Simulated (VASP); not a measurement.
# Rb (Fmmm) in VASP: a series of runs, part 2 of 2

VASP 6.6.1.

### Step 3. Single point, PBEsol (strain -0.0750 x Voigt [0, 0, 0, 1, 0, 0])

INCAR reads:

```
PREC = Accurate
ENCUT = 520
EDIFF = 1E-6
ISMEAR = 0
SIGMA = 0.15
LREAL = F
LASPH = T
NELM = 60
ALGO = Fast
ISIF = 2
LWAVE = F
LCHARG = T
GGA = PS
LELF = T
LVHAR = T
NBANDS = 10
```

KPOINTS reads:

```
regular mesh
0
Gamma
  12 12 12
```

POSCAR reads:

```
Rb
1.0
   -2.8060000000      2.7007750000      2.7007750000
    2.8060000000     -2.9112250000      2.9112250000
    2.8060000000      2.9112250000     -2.9112250000
Rb
1
Direct
    0.0000000000      0.0000000000      0.0000000000
```

Potentials or basis: VASP PAW PBE potentials, release 64 (Rb_sv).

Run with:

```sh
$ cat potpaw_PBE.64/Rb_sv/POTCAR > POTCAR
$ mpirun -np 1 vasp_std > vasp.out
```

OUTCAR:

```text
PREC = Accurate
   ENCUT = 520
   EDIFF = 1E-6
   ISMEAR = 0
   LREAL = F
   LASPH = T
   NELM = 60
   ISIF = 2
   GGA = PS

 ion  position               nearest neighbor table
   1  0.000  0.000  0.000-

  LATTYP: Found a face centered orthorhombic cell.
 ALAT       =     5.6120000000
 B/A-ratio  =     1.3611805538
 C/A-ratio  =     1.4672465710

  Lattice vectors:

 A1 = (   0.0000000000,  -0.2104500000,   5.6120000000)
 A2 = (   2.8060000000,  -2.9112250000,   2.9112250000)
 A3 = (   2.8060000000,   2.7007750000,   2.7007750000)

Analysis of symmetry for initial positions (statically):
=====================================================================
 Subroutine PRICEL returns:
 Original cell was already a primitive cell.

 Routine SETGRP: Setting up the symmetry group for a
 face centered orthorhombic supercell.

 Subroutine GETGRP returns: Found  8 space group operations
 (whereof  8 operations were pure point group operations)
 out of a pool of  8 trial point group operations.

The static configuration has the point symmetry D_2h.

Analysis of symmetry for dynamics (positions and initial velocities):
=====================================================================
 Subroutine PRICEL returns:
 Original cell was already a primitive cell.

 Routine SETGRP: Setting up the symmetry group for a
 face centered orthorhombic supercell.

 Subroutine GETGRP returns: Found  8 space group operations
 (whereof  8 operations were pure point group operations)
 out of a pool of  8 trial point group operations.

The dynamic configuration has the point symmetry D_2h.

 Subroutine INISYM returns: Found  8 space group operations
 (whereof  8 operations are pure point group operations),
 and found     1 'primitive' translations

----------------------------------------------------------------------------------------

                                     Primitive cell

  volume of cell :      88.2494

  direct lattice vectors                    reciprocal lattice vectors
    -2.806000000  2.700775000  2.700775000     0.000000000  0.185132045  0.185132045
     2.806000000 -2.911225000  2.911225000     0.178189594  0.006691520  0.178440526
     2.806000000  2.911225000 -2.911225000     0.178189594  0.178440526  0.006691520

  length of vectors
     4.739410006  4.982378749  4.982378749     0.261816249  0.252264403  0.252264403

  position of ions in fractional coordinates (direct lattice)
     0.000000000  0.000000000  0.000000000

  ion indices of the primitive-cell ions
   primitive index   ion index
                 1           1

----------------------------------------------------------------------------------------

 KPOINTS: regular mesh

Automatic generation of k-mesh.
 Grid dimensions read from file:
 generate k-points for:   12   12   12

 Generating k-lattice:

  Cartesian coordinates                     Fractional coordinates (reciprocal lattice)
     0.000000000  0.015427670  0.015427670     0.083333333  0.000000000  0.000000000
     0.014849133  0.000557627  0.014870044    -0.000000000  0.083333333  0.000000000
     0.014849133  0.014870044  0.000557627    -0.000000000  0.000000000  0.083333333

  Length of vectors
     0.021818021  0.021022034  0.021022034

  Shift w.r.t. Gamma in fractional coordinates (k-lattice)
     0.000000000  0.000000000  0.000000000

 Subroutine IBZKPT returns following result:
 ===========================================

 Found    280 irreducible k-points:

 Following reciprocal coordinates:
            Coordinates               Weight
  0.000000  0.000000  0.000000      1.000000
  0.083333  0.000000  0.000000      2.000000
  0.166667  0.000000  0.000000      2.000000
  0.250000  0.000000  0.000000      2.000000
  0.333333  0.000000  0.000000      2.000000
  0.416667  0.000000  0.000000      2.000000
[... 16 lines left out ...]
  0.166667  0.250000 -0.000000      8.000000
  0.250000  0.250000  0.000000      8.000000
 [... further k-points ...]
   k-points           NKPTS =    280   k-points in BZ     NKDIM =    280   number of bands    NBANDS=     10
   number of dos      NEDOS =    301   number of ions     NIONS =      1
   total plane-waves  NPLWV =  57600
   dimension x,y,z NGX =    36 NGY =   40 NGZ =   40
   dimension x,y,z NGXF=    72 NGYF=   80 NGZF=   80
   ions per type =               1
   NGX,Y,Z   is equivalent  to a cutoff of  12.63, 13.35, 13.35 a.u.
   NGXF,Y,Z  is equivalent  to a cutoff of  25.26, 26.69, 26.69 a.u.
 SYSTEM =  unknown system
   PREC   = accura    normal or accurate (medium, high low for compatibility)
   ISTART =      0    job   : 0-new  1-cont  2-samecut
   ICHARG =      2    charge: 1-file 2-atom 10-const
   ISPIN  =      1    spin polarized calculation?
   LNONCOLLINEAR =      F non collinear calculations
   LSORBIT =      F    spin-orbit coupling
   LASPH  =      T    aspherical Exc in radial PAW
   ENCUT  =  520.0 eV  38.22 Ry    6.18 a.u.   8.81  9.26  9.26*2*pi/ulx,y,z
   NELM   =     60;   NELMIN=  2; NELMDL= -5     # of ELM steps
   EDIFF  = 0.1E-05   stopping-criterion for ELM
   LREAL  =      F    real-space projection
   EDIFFG = 0.1E-04   stopping-criterion for IOM
   NSW    =      0    number of steps for IOM
   IBRION =     -1    ionic relax: 0-MD 1-quasi-New 2-CG
   NFREE  =      0    steps in history (QN), initial steepest desc. (CG)
   ISIF   =      2    stress and relaxation
   ISYM   =      2    0-nonsym 1-usesym 2-fastsym
   POTIM  = 0.5000    time-step for ionic-motion
   TEBEG  =    0.0;   TEEND  =   0.0 temperature during run
   PSTRESS=    0.0 pullay stress
   NELECT =       9.0000    total number of electrons
   NUPDOWN=      -1.0000    fix difference up-down
   EMIN   =  10.00;   EMAX   =-10.00  energy-range for DOS
   EFERMI =   0.00;   METHOD = LEGACY
   ISMEAR =     0;   SIGMA  =   0.15  broadening in eV -4-tet -1-fermi 0-gaus
   EFERMI_NEDOS =   21; number of points for ismear=-14 and -15
   IALGO  =     68    algorithm
   IMIX   =      4    mixing-type and parameters
     AMIX     =   0.40;   BMIX     =  1.00
     AMIX_MAG =   1.60;   BMIX_MAG =  1.00
  volume/ion in A,a.u.               =      88.25       595.54
  Fermi-wavevector in a.u.,A,eV,Ry     =   0.764865  1.445386  7.959669  0.585019
  Thomas-Fermi vector in A             =   1.864861
   LORBIT       =      0    0 simple, 1 ext, 2 COOP (PROOUT), +10 PAW based schemes
   GGA     = PS    functional components
   LHFCALC =     F    Hartree Fock is set to
   AEXX    =    0.0000 exact exchange contribution
   IVDW    =     0    specifies the selected vdW correction
   LEPSILON=     F    determine dielectric tensor
   LRPA    =     F    only Hartree local field effects (RPA)
 non-spin polarized calculation
 RMM-DIIS sequential band-by-band and
 Gauss-broadening in eV      SIGMA  =   0.15
  energy-cutoff  :      520.00
  volume of cell :       88.25
 maximum number of plane-waves:      2397
   NGX = 17   NGY = 19   NGZ = 19

 number of electron       9.0000000 magnetization

 Free energy of the ion-electron system (eV)
  ---------------------------------------------------
  ext. energy  EPLUGINS =         0.00000000
  ---------------------------------------------------
  free energy    TOTEN  =        -1.02583435 eV

  energy without entropy =       -1.01498307  energy(sigma->0) =       -1.02040871

 E-fermi :   0.0116     XC(G=0):  -5.5974

 val. band max:        0.0096825113   @ k =   0.1667  -0.4167   0.4167
 cond. band min:       0.0119835128   @ k =   0.4167  -0.0833   0.0833
 fundamental gap:      0.0023010014
 Fermi energy:         0.0116373201

 k-point     1 :       0.0000    0.0000    0.0000
  band No.  band energies     occupation
      1     -28.8306      2.00000
      2     -12.8781      2.00000
      3     -12.8729      2.00000
      4     -12.8691      2.00000
      5      -2.0016      2.00000
      6       3.5515      0.00000
      7       3.6183      0.00000
      8       3.8992      0.00000
      9       4.7013      0.00000
     10       4.8075      0.00000
[... 287 lines left out ...]
 k-point    24 :       0.2500    0.2500    0.0000
  band No.  band energies     occupation
      1     -28.8247      2.00000
      2     -12.9748      2.00000
      3     -12.9175      2.00000
      4     -12.8874      2.00000
      5       0.0890      0.46593
      6       1.6276      0.00000
      7       2.1106      0.00000
      8       4.1958      0.00000
      9       4.3743      0.00000
     10       5.2552      0.00000

 [... further k-points ...]

------------------------ aborting loop because EDIFF is reached ----------------------------------------

  FORCE on cell =-STRESS in cart. coord.  units (eV):
  Direction    XX          YY          ZZ          XY          YZ          ZX
  --------------------------------------------------------------------------------------
  -------------------------------------------------------------------------------------
  Total       -0.0229957     -0.0323325     -0.0323325      0.0000000      0.0795671      0.0000000
  in kB       -0.4174898     -0.5869991     -0.5869991      0.0000000      1.4445485      0.0000000
  external PRESSURE =      -0.5304960 kB  Pullay stress =       0.0000000 kB

 VOLUME and BASIS-vectors are now :
 -----------------------------------------------------------------------------
  energy-cutoff  :      520.00
  volume of cell :       88.25
      direct lattice vectors                 reciprocal lattice vectors
    -2.806000000  2.700775000  2.700775000     0.000000000  0.185132045  0.185132045
     2.806000000 -2.911225000  2.911225000     0.178189594  0.006691520  0.178440526
     2.806000000  2.911225000 -2.911225000     0.178189594  0.178440526  0.006691520

 POSITION                                       TOTAL-FORCE (eV/Angst)
 -----------------------------------------------------------------------------------
      0.00000      0.00000      0.00000         0.000000      0.000000      0.000000
 -----------------------------------------------------------------------------------
    total drift:                               -0.000000      0.000000      0.000000

  FREE ENERGIE OF THE ION-ELECTRON SYSTEM (eV)
  ---------------------------------------------------
  free  energy   TOTEN  =        -1.0258343530 eV

  energy  without entropy=       -1.0149830739  energy(sigma->0) =       -1.02040871
```

stdout:

```text
POSCAR found type information on POSCAR Rb
 POSCAR found :  1 types and       1 ions
 scaLAPACK will be used
 -----------------------------------------------------------------------------
|                                                                             |
|                                                                             |
|     You enforced a specific xc type in the INCAR file but a different       |
|     I HOPE YOU KNOW WHAT YOU ARE DOING!                                     |
|                                                                             |
 -----------------------------------------------------------------------------

 LDA part: xc-table for (Slater+PW92), standard interpolation
 POSCAR, INCAR and KPOINTS ok, starting setup
 FFT: planning ... GRIDC
 FFT: planning ... GRID_SOFT
 FFT: planning ... GRID
 WAVECAR not read
 entering main loop
WARNING in EDDRMM: call to ZHEGV failed, returncode =   6  3      9
WARNING in EDDRMM: call to ZHEGV failed, returncode =   6  3      5
WARNING in EDDRMM: call to ZHEGV failed, returncode =   6  3      9
```

Run time: 2.4 min. Hardware: 1 thread of AMD EPYC 9R45 (Zen 5), shared host; peak memory 0.36 GiB.

What came out:

```
Free energy            : -1.0258 eV
Pressure               : -0.1 GPa
Band gap on the k mesh : zero (an odd number of electrons rules out a gap without spin polarisation)
```

Stress tensor (GPa, compression positive):
```
-0.04  0.00  0.00
 0.00 -0.06  0.14
 0.00  0.14 -0.06
```

Levels at points of the mesh, in eV from the Fermi level:
```tsv
k point	band 1	band 2	band 3	band 4	band 5	band 6	band 7	band 8
(0.00, 0.00, 0.00)	-28.84	-12.89	-12.88	-12.88	-2.01	3.54	3.61	3.89
(0.50, 0.00, 0.00)	-28.84	-13.01	-12.93	-12.89	0.37	1.00	2.58	4.12
(0.00, 0.50, 0.00)	-28.84	-13.00	-12.92	-12.88	0.24	0.81	2.57	4.35
(0.00, 0.50, 0.50)	-28.84	-12.98	-12.91	-12.88	0.09	0.63	2.60	4.55
(0.50, 0.50, 0.50)	-28.83	-12.98	-12.96	-12.94	1.24	1.26	3.31	3.32
```

Caveat: the cell differs from its parent crystal (strain -0.0750 x Voigt [0, 0, 0, 1, 0, 0]); the PAW data sets were made with another functional, which shifts forces and pressure a little.
